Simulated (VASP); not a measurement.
# Si16S in VASP: notebook

Runs on Si16S. Level: PBE. Tasks: single point.

Everything below comes from runs of VASP 6.6.1. Logs are shortened: lines on timing, memory, paths and dates and some standing lists are left out, and cuts for length are marked.

### 1 The cell of the first run

The cell holds a slab with vacuum, 17 atoms: a = 7.702 Å, b = 6.365 Å, c = 19.753 Å, α = 90.00°, β = 90.00°, γ = 90.00°.

### 2 Single point, PBE, collinear spin

File INCAR:

```
ALGO     = Normal         # electronic algorithm
DIPOL    = 0.5 0.5 0.325
EDIFF    = 1E-6           # SCF threshold, eV
ENCUT    = 520            # plane-wave cutoff, eV
GGA      = PE             # functional
IDIPOL   = 3            
ISIF     = 2              # what is computed and relaxed
ISMEAR   = 0              # smearing method
ISPIN    = 2              # spin polarisation
KPAR     = 4            
LASPH    = T              # aspherical terms in the spheres
LCHARG   = T              # write CHGCAR
LDIPOL   = T            
LORBIT   = 11             # projections on sites
LREAL    = Auto         
LVACPOTAV= T            
LVHAR    = T            
LWAVE    = F              # write WAVECAR
MAGMOM   = 0 0 0 0 0 0 0 0 0 0 0 0 0 0 0 0 2 # initial moments
NBANDS   = 53             # bands
NELM     = 150            # most SCF steps
PREC     = Accurate       # precision mode
SIGMA    = 0.05           # smearing width, eV
```

File KPOINTS:

```
k-points
0
Gamma
  4 4 1
```

File POSCAR:

```
Si16S
1.0
    7.7021644573      0.0000000000      0.0000000000
    0.0000000000      6.3646810416      0.0000000000
    0.0000000000      0.0000000000     19.7525435450
Si S
16 1
Direct
    0.0000000000      0.9370679285      0.2025055655
    0.5000000000      0.9370679285      0.2025055655
    0.0000000000      0.5629320715      0.2025055655
    0.5000000000      0.5629320715      0.2025055655
    0.2500000000      0.4370679285      0.2587875161
    0.7500000000      0.4370679285      0.2587875161
    0.2500000000      0.0629320715      0.2587875161
    0.7500000000      0.0629320715      0.2587875161
    0.2500000000      0.9333044709      0.3720589478
    0.7500000000      0.9333044709      0.3720589478
    0.2500000000      0.5666955291      0.3720589478
    0.7500000000      0.5666955291      0.3720589478
    0.0000000000      0.4259907579      0.4177964993
    0.5000000000      0.4259907579      0.4177964993
    0.0000000000      0.0740092421      0.4177964993
    0.5000000000      0.0740092421      0.4177964993
    0.0000000000      1.0926574246      0.5228411010
```

Potentials or basis: VASP PAW PBE potentials, release 64 (Si, S).

Command:

```sh
cat potpaw_PBE.64/Si/POTCAR potpaw_PBE.64/S/POTCAR > POTCAR
mpirun -np 4 vasp_std > vasp.out
```

OUTCAR:

```text
EDIFF = 1E-6
   ENCUT = 520
   GGA = PE
   ISIF = 2
   ISMEAR = 0
   ISPIN = 2
   LASPH = T
   LORBIT = 11
   LREAL = Auto
   NELM = 150
   PREC = Accurate

 ion  position               nearest neighbor table
   1  0.000  0.937  0.203-   7 2.36   8 2.36   3 2.38
   2  0.500  0.937  0.203-   7 2.36   8 2.36   4 2.38
   3  0.000  0.563  0.203-   5 2.36   6 2.36   1 2.38
   4  0.500  0.563  0.203-   5 2.36   6 2.36   2 2.38
   5  0.250  0.437  0.259-   3 2.36   4 2.36   7 2.38  11 2.38
   6  0.750  0.437  0.259-   3 2.36   4 2.36   8 2.38  12 2.38
   7  0.250  0.063  0.259-   1 2.36   2 2.36   5 2.38   9 2.38
   8  0.750  0.063  0.259-   1 2.36   2 2.36   6 2.38  10 2.38
   9  0.250  0.933  0.372-  15 2.31  16 2.31  11 2.33   7 2.38
  10  0.750  0.933  0.372-  15 2.31  16 2.31  12 2.33   8 2.38
  11  0.250  0.567  0.372-  13 2.31  14 2.31   9 2.33   5 2.38
  12  0.750  0.567  0.372-  13 2.31  14 2.31  10 2.33   6 2.38
  13  0.000  0.426  0.418-  15 2.24  12 2.31  11 2.31  17 2.97
  14  0.500  0.426  0.418-  16 2.24  12 2.31  11 2.31
  15  0.000  0.074  0.418-  17 2.08  13 2.24   9 2.31  10 2.31
  16  0.500  0.074  0.418-  14 2.24  10 2.31   9 2.31
  17  0.000  0.093  0.523-  15 2.08  13 2.97

  LATTYP: Found a simple orthorhombic cell.
 ALAT       =     6.3646810416
 B/A-ratio  =     1.2101414677
 C/A-ratio  =     3.1034616528

  Lattice vectors:

 A1 = (   0.0000000000,  -6.3646810416,   0.0000000000)
 A2 = (   7.7021644573,   0.0000000000,   0.0000000000)
 A3 = (   0.0000000000,   0.0000000000,  19.7525435450)

Analysis of symmetry for initial positions (statically):
=====================================================================
 Subroutine PRICEL returns:
 Original cell was already a primitive cell.

 Routine SETGRP: Setting up the symmetry group for a
 simple orthorhombic supercell.

 Subroutine GETGRP returns: Found  2 space group operations
 (whereof  2 operations were pure point group operations)
 out of a pool of  8 trial point group operations.

The static configuration has the point symmetry C_1h.

Analysis of symmetry for dynamics (positions and initial velocities):
=====================================================================
 Subroutine PRICEL returns:
 Original cell was already a primitive cell.

 Routine SETGRP: Setting up the symmetry group for a
 simple orthorhombic supercell.

 Subroutine GETGRP returns: Found  2 space group operations
 (whereof  2 operations were pure point group operations)
 out of a pool of  8 trial point group operations.

The dynamic configuration has the point symmetry C_1h.

Analysis of structural, dynamic, and magnetic symmetry:
=====================================================================
 Subroutine PRICEL returns:
 Original cell was already a primitive cell.

 Routine SETGRP: Setting up the symmetry group for a
 simple orthorhombic supercell.

 Subroutine GETGRP returns: Found  2 space group operations
 (whereof  2 operations were pure point group operations)
 out of a pool of  8 trial point group operations.

The overall configuration has the point symmetry C_1h.

 Subroutine INISYM returns: Found  2 space group operations
 (whereof  2 operations are pure point group operations),
 and found     1 'primitive' translations

----------------------------------------------------------------------------------------

                                     Primitive cell

  volume of cell :     968.3056

  direct lattice vectors                    reciprocal lattice vectors
     7.702164457  0.000000000  0.000000000     0.129833634  0.000000000  0.000000000
     0.000000000  6.364681042  0.000000000     0.000000000  0.157117064  0.000000000
     0.000000000  0.000000000 19.752543545     0.000000000  0.000000000  0.050626391

  length of vectors
     7.702164457  6.364681042 19.752543545     0.129833634  0.157117064  0.050626391

  position of ions in fractional coordinates (direct lattice)
     0.000000000  0.937067928  0.202505565
     0.500000000  0.937067928  0.202505565
     0.000000000  0.562932072  0.202505565
     0.500000000  0.562932072  0.202505565
     0.250000000  0.437067928  0.258787516
     0.750000000  0.437067928  0.258787516
[... 9 lines left out ...]
     0.500000000  0.074009242  0.417796499
     0.000000000  0.092657425  0.522841101

[... 47 lines left out ...]
            Coordinates               Weight
  0.000000  0.000000  0.000000      1.000000
  0.250000  0.000000  0.000000      2.000000
  0.500000  0.000000  0.000000      1.000000
  0.000000  0.250000  0.000000      2.000000
  0.250000  0.250000  0.000000      4.000000
  0.500000  0.250000  0.000000      2.000000
  0.000000  0.500000  0.000000      1.000000
  0.250000  0.500000  0.000000      2.000000
  0.500000  0.500000  0.000000      1.000000
   k-points           NKPTS =      9   k-points in BZ     NKDIM =      9   number of bands    NBANDS=     53
   number of dos      NEDOS =    301   number of ions     NIONS =     17
[... 40 lines left out ...]
   LORBIT       =     11    0 simple, 1 ext, 2 COOP (PROOUT), +10 PAW based schemes
   GGA     = PE    functional components
   LHFCALC =     F    Hartree Fock is set to
   AEXX    =    0.0000 exact exchange contribution
   IVDW    =     0    specifies the selected vdW correction
   LEPSILON=     F    determine dielectric tensor
   LRPA    =     F    only Hartree local field effects (RPA)
 spin polarized calculation
 Gauss-broadening in eV      SIGMA  =   0.05
  energy-cutoff  :      520.00
  volume of cell :      968.31
 maximum number of plane-waves:     26115
 NGX is ok and might be reduce to    60
   NGX = 29   NGY = 23   NGZ = 73

 dipolmoment           0.000000      0.000000     -0.231014 electrons x Angstroem

 number of electron      70.0000000 magnetization       0.1474899

 dipolmoment           0.000000      0.000000      0.224555 electrons x Angstroem

 Free energy of the ion-electron system (eV)
  ---------------------------------------------------
  ext. energy  EPLUGINS =         0.00000000
  ---------------------------------------------------
  free energy    TOTEN  =       -83.47946852 eV

  energy without entropy =      -83.47361399  energy(sigma->0) =      -83.47654126

 E-fermi :  -1.3502     XC(G=0):  -4.1278

 val. band max:       -1.3522484560   @ k =   0.0000   0.0000   0.0000
 cond. band min:      -1.3172743129   @ k =   0.2500   0.0000   0.0000
 fundamental gap:      0.0349741431
 Fermi energy:        -1.3502332897

 spin component 1

 k-point     1 :       0.0000    0.0000    0.0000
  band No.  band energies     occupation
      1     -13.7922      1.00000
      2     -12.6825      1.00000
      3     -11.4775      1.00000
      4     -11.1918      1.00000
      5     -10.5459      1.00000
      6     -10.1259      1.00000
[... 439 lines left out ...]
     46       2.1159      0.00000
     47       2.1578      0.00000
 Fermi energy:        -1.3502332897

 spin component 2

 k-point     1 :       0.0000    0.0000    0.0000
  band No.  band energies     occupation
      1     -13.7802      1.00000
      2     -12.6764      1.00000
      3     -11.4699      1.00000
      4     -11.1887      1.00000
      5     -10.5443      1.00000
      6     -10.1175      1.00000
[... 439 lines left out ...]
     46       2.1170      0.00000
     47       2.1698      0.00000
 [bands above 47 left out]

------------------------ aborting loop because EDIFF is reached ----------------------------------------

  FORCE on cell =-STRESS in cart. coord.  units (eV):
  Direction    XX          YY          ZZ          XY          YZ          ZX
  --------------------------------------------------------------------------------------
  -------------------------------------------------------------------------------------
  Total        3.5784158     -1.5204230     -2.5551449      0.0000000      2.4210345      0.0000000
  in kB        5.9209163     -2.5157214     -4.2277924      0.0000000      4.0058907      0.0000000
  external PRESSURE =      -0.2741991 kB  Pullay stress =       0.0000000 kB

 VOLUME and BASIS-vectors are now :
 -----------------------------------------------------------------------------
  energy-cutoff  :      520.00
  volume of cell :      968.31
      direct lattice vectors                 reciprocal lattice vectors
     7.702164457  0.000000000  0.000000000     0.129833634  0.000000000  0.000000000
     0.000000000  6.364681042  0.000000000     0.000000000  0.157117064  0.000000000
     0.000000000  0.000000000 19.752543545     0.000000000  0.000000000  0.050626391

 POSITION                                       TOTAL-FORCE (eV/Angst)
 -----------------------------------------------------------------------------------
      0.00000      5.96414      4.00000         0.000000     -0.795051      0.658080
      3.85108      5.96414      4.00000         0.000000     -0.722662      0.679170
      0.00000      3.58288      4.00000         0.000000      0.824782      0.651433
      3.85108      3.58288      4.00000         0.000000      0.628309      0.447710
      1.92554      2.78180      5.11171         0.023537      0.019703     -0.605450
      5.77662      2.78180      5.11171        -0.023537      0.019703     -0.605450
[... 9 lines left out ...]
      3.85108      0.47105      8.25254         0.000000      0.051239     -0.094414
      0.00000      0.58973     10.32744         0.000000      0.889202     -0.051094
 -----------------------------------------------------------------------------------
    total drift:                               -0.000000      0.000562     -0.030277

  FREE ENERGIE OF THE ION-ELECTRON SYSTEM (eV)
  ---------------------------------------------------
  free  energy   TOTEN  =       -83.4794685245 eV

  energy  without entropy=      -83.4736139872  energy(sigma->0) =      -83.47654126

 vacuum level on the upper side and lower side of the slab         4.256         3.426

 total charge

# of ion       s       p       d       tot
------------------------------------------
    1        0.793   0.835   0.000   1.628
    2        0.792   0.834   0.000   1.626
    3        0.793   0.835   0.000   1.628
    4        0.792   0.838   0.000   1.630
    5        0.763   0.887   0.000   1.650
    6        0.763   0.887   0.000   1.650
[... 9 lines left out ...]
   16        0.785   0.892   0.000   1.676
   17        1.365   2.304   0.000   3.669
--------------------------------------------------
tot         13.736  16.554   0.000  30.290

 magnetization (x)

# of ion       s       p       d       tot
------------------------------------------
    1        0.006   0.026   0.000   0.032
    2        0.007   0.035   0.000   0.042
    3       -0.003  -0.024   0.000  -0.028
    4       -0.002  -0.014   0.000  -0.016
    5        0.000   0.001   0.000   0.001
    6        0.000   0.001   0.000   0.001
[... 9 lines left out ...]
   16       -0.001  -0.009   0.000  -0.010
   17        0.000   0.012   0.000   0.012
--------------------------------------------------
tot          0.010   0.048   0.000   0.058
```

Wall time 26 min (4 MPI ranks of Oxide Virtual Turin-like, shared host); peak memory 1.6 GiB.

Results:

```
Free energy                                           : -83.4795 eV
Largest force                                         : 1.051 eV/Å
Net moment                                            : 0.15 μB per cell
Site moments                                          : Si +0.03, +0.04, -0.03, -0.02, +0.00, +0.01, -0.00, -0.01 (each value once); S +0.01 μB
Valence electrons inside the program's atomic spheres : Si 1.63, 1.65, 1.70, 1.69, 1.66, 1.68, 1.71 (each value once); S 3.67
```

Forces in eV/Å, atoms in the order of the input:
```
Si   0.000 -0.795  0.658
Si   0.000 -0.723  0.679
Si   0.000  0.825  0.651
Si   0.000  0.628  0.448
Si   0.024  0.020 -0.605
Si  -0.024  0.020 -0.605
Si   0.111 -0.082 -0.595
Si  -0.111 -0.082 -0.595
Si   0.042 -0.061 -0.331
Si  -0.042 -0.061 -0.331
Si   0.149  0.110  0.108
Si  -0.149  0.110  0.108
Si   0.000 -0.089  0.283
Si   0.000 -0.087  0.000
Si   0.000 -0.674  0.272
Si   0.000  0.051 -0.094
S    0.000  0.889 -0.051
```

### 3 Single point, PBE, collinear spin

File INCAR:

```
PREC = Accurate ; ENCUT = 520
EDIFF = 1E-6 ; ISMEAR = 0
SIGMA = 0.05 ; LREAL = Auto
LASPH = True ; NELM = 150
ALGO = Normal ; ISIF = 2
LWAVE = False ; LCHARG = False
ISPIN = 2 ; MAGMOM = 0 0 0 0 0 0 0 0 0 0 0 0 0 0 0 0 2
LORBIT = 11 ; LDIPOL = True
IDIPOL = 3 ; DIPOL = 0.5 0.5 0.325
GGA = PE ; NBANDS = 53
KPAR = 4
```

File KPOINTS:

```
Automatic mesh
0
Gamma
  4 4 1
```

Edit POSCAR of step 2 so:

```diff
@@ -24,2 +24,2 @@
     0.5000000000      0.0740092421      0.4177964993
-    0.0000000000      1.0926574246      0.5228411010
+    0.0000000000      0.4259907579      0.5230901505
```

Potentials or basis: VASP PAW PBE potentials, release 64 (Si, S).

Command:

```sh
cat potpaw_PBE.64/Si/POTCAR potpaw_PBE.64/S/POTCAR > POTCAR
mpirun -np 4 vasp_std > vasp.out
```

Wall time 16 min (4 MPI ranks of Oxide Virtual Turin-like, shared host); peak memory 1.6 GiB.

Results (log left out):

```yaml
Free_energy: -83.3839 eV
Largest_force: 1.058 eV/Å
Net_moment: 0.18 μB per cell
Site_moments: Si -0.03, -0.02, +0.03, +0.04, +0.00, -0.00, +0.01, -0.01, +0.02 (each value once); S +0.02 μB
Valence_electrons_inside_the_program's_atomic_spheres: Si 1.63, 1.66, 1.65, 1.69, 1.70, 1.71, 1.68, 1.67 (each value once); S 3.67
```

Forces in eV/Å, atoms in the order of the input:
```
Si   0.000 -0.837  0.646
Si   0.000 -0.612  0.418
Si   0.000  0.808  0.660
Si   0.000  0.714  0.684
Si   0.126  0.068 -0.594
Si  -0.126  0.068 -0.594
Si   0.026 -0.008 -0.608
Si  -0.026 -0.008 -0.608
Si   0.109 -0.129  0.124
Si  -0.109 -0.129  0.124
Si   0.041  0.062 -0.352
Si  -0.041  0.062 -0.352
Si   0.000  0.674  0.478
Si   0.000 -0.064 -0.110
Si   0.000 -0.046  0.131
Si   0.000  0.093 -0.008
S    0.000 -0.716 -0.038
```

Levels at points of the mesh, in eV from the Fermi level:
Spin up:
```csv
k point,band 32,band 33,band 34,band 35,band 36,band 37,band 38,band 39
"(0.00, 0.00, 0.00)",-0.62,-0.58,-0.06,-0.03,0.08,0.29,0.91,1.30
"(0.50, 0.00, 0.00)",-0.80,-0.51,-0.34,-0.05,0.37,0.82,0.98,1.42
"(0.00, 0.50, 0.00)",-0.94,-0.71,-0.48,-0.34,-0.25,0.48,0.79,1.13
"(0.50, 0.50, 0.00)",-0.93,-0.51,-0.32,-0.28,0.19,0.43,0.63,0.64
```
Spin down:
```csv
k point,band 31,band 32,band 33,band 34,band 35,band 36,band 37,band 38,band 39,band 40
"(0.00, 0.00, 0.00)",-0.87,-0.59,-0.56,-0.05,0.01,0.08,0.37,0.94,1.30,1.72
"(0.50, 0.00, 0.00)",-1.14,-0.81,-0.49,-0.33,-0.02,0.41,0.87,0.98,1.44,2.00
"(0.00, 0.50, 0.00)",-1.03,-0.91,-0.71,-0.45,-0.35,-0.09,0.45,0.82,1.13,1.74
"(0.50, 0.50, 0.00)",-0.93,-0.86,-0.50,-0.32,-0.26,0.22,0.49,0.64,0.65,2.31
```

### 4 Single point, PBE, collinear spin

File INCAR:

```
PREC = Accurate
ENCUT = 520
EDIFF = 1E-7
ISMEAR = 0
SIGMA = 0.05
LREAL = Auto
LASPH = True
NELM = 150
ALGO = Fast
ISIF = 2
LWAVE = False
LCHARG = False
ISPIN = 2
MAGMOM = 0 0 0 0 0 0 0 0 0 0 0 0 0 0 0 0 2
LORBIT = 11
LDIPOL = True
IDIPOL = 3
DIPOL = 0.5 0.5 0.323
GGA = PE
NBANDS = 53
KPAR = 4
```

KPOINTS is that of step 3.

Edit POSCAR of step 3 so:

```diff
@@ -24,2 +24,2 @@
     0.5000000000      0.0740092421      0.4177964993
-    0.0000000000      0.4259907579      0.5230901505
+    0.2500000000      0.9259907579      0.4899370578
```

Command:

```sh
cat potpaw_PBE.64/Si/POTCAR potpaw_PBE.64/S/POTCAR > POTCAR
mpirun -np 4 vasp_std > vasp.out
```

It took 20 min on 4 MPI ranks of Oxide Virtual Turin-like, shared host; peak memory 1.6 GiB.

It converged, with:

| Property | Result |
| --- | --- |
| Free energy | -82.8074 eV |
| Largest force | 1.271 eV/Å |
| Net moment | 0.26 μB per cell |
| Site moments | Si -0.01, +0.04, +0.00, -0.00, +0.01 (each value once); S +0.02 μB |
| Valence electrons inside the program's atomic spheres | Si 1.63, 1.66, 1.65, 1.67, 1.68, 1.69 (each value once); S 3.63 |

Forces in eV/Å, atoms in the order of the input:
```
Si   0.183 -0.518  0.592
Si  -0.183 -0.518  0.592
Si  -0.064  0.613  0.669
Si   0.064  0.613  0.669
Si   0.000 -0.196 -0.592
Si   0.000 -0.051 -0.742
Si   0.000  0.062 -1.269
Si   0.000  0.088 -0.549
Si   0.000 -0.592 -0.381
Si   0.000 -0.423  0.134
Si   0.000 -0.050 -0.353
Si   0.000 -0.267  0.116
Si  -0.010  0.579  0.196
Si   0.010  0.579  0.196
Si   0.792 -0.305  0.374
Si  -0.792 -0.305  0.374
S    0.000  0.691 -0.026
```

Levels at points of the mesh, in eV from the Fermi level:
Spin up:
| k point | band 32 | band 33 | band 34 | band 35 | band 36 | band 37 | band 38 | band 39 |
| --- | --- | --- | --- | --- | --- | --- | --- | --- |
| (0.00, 0.00, 0.00) | -0.90 | -0.38 | -0.32 | -0.15 | 0.07 | 0.42 | 0.56 | 1.29 |
| (0.50, 0.00, 0.00) | -1.22 | -0.83 | -0.17 | 0.03 | 0.31 | 0.73 | 1.25 | 1.33 |
| (0.00, 0.50, 0.00) | -1.05 | -0.90 | -0.78 | -0.23 | -0.18 | 0.23 | 0.78 | 1.05 |
| (0.50, 0.50, 0.00) | -0.78 | -0.52 | -0.44 | -0.34 | 0.06 | 0.26 | 0.49 | 0.98 |
Spin down:
```
           k point  band 31  band 32  band 33  band 34  band 35  band 36  band 37  band 38  band 39  band 40
(0.00, 0.00, 0.00)    -0.89    -0.81    -0.34    -0.33    -0.14     0.07     0.48     0.63     1.29     1.69
(0.50, 0.00, 0.00)    -1.56    -1.20    -0.78    -0.16     0.15     0.31     0.82     1.26     1.36     1.77
(0.00, 0.50, 0.00)    -1.04    -1.04    -0.83    -0.73    -0.22    -0.20     0.35     0.83     1.05     1.24
(0.50, 0.50, 0.00)    -1.36    -0.76    -0.43    -0.39    -0.36     0.15     0.33     0.50     0.98     1.66
```

### 5 The runs side by side

```tsv
cell	gap on the mesh (eV)	moment (μB)	largest force (eV/Å)
as given, atomic positions A	none	0.15	1.05
as given, atomic positions B	none	0.18	1.06
as given, atomic positions C	none	0.26	1.27
```

Alike in all rows: task single point; level PBE; potentials or basis VASP PAW PBE potentials, release 64 (Si, S); spin collinear; k mesh 4 × 4 × 1; cutoff (eV) 520; smearing gaussian 0.05 eV.

Total energies depend on the potentials used, so only differences within one code and one set of settings carry meaning.

The gap in the log of VASP goes by the Fermi energy; the results here count the filled bands.